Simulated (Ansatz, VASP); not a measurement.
**Two plane-wave programs on C**

```
C
1.0
     1.70625    0.00000    0.00000
    -0.85313    1.47766    0.00000
     0.00000    0.00000    6.31177
C
2
Cartesian
  0.0000 0.9851 1.5779
  0.8531 0.4926 4.7338
```

Alike in both runs: functional PBEsol; k mesh 24 × 24 × 13; occupations fermi-dirac, width 0.05 eV; no spin polarisation.

Ansatz relaxed the structure, and its values are those at the end. VASP's run is a single point on that final structure, the one shown.

|  | VASP | Ansatz |
| --- | --- | --- |
| version | VASP 6.6.1 | Ansatz 0.2.0 |
| potentials or method | VASP PAW PBE potentials, release 64 (C) | PAW with Ansatz's default frozen-core files, scalar-relativistic |
| plane-wave cutoff (eV) | 520 | 420 |
| valence electrons in the cell | 8 | 8 |

```csv
,VASP,Ansatz,Ansatz less VASP
pressure (GPa),0.1,0.0,-0.11
```

VASP's potentials were made for PBE, not for PBEsol.
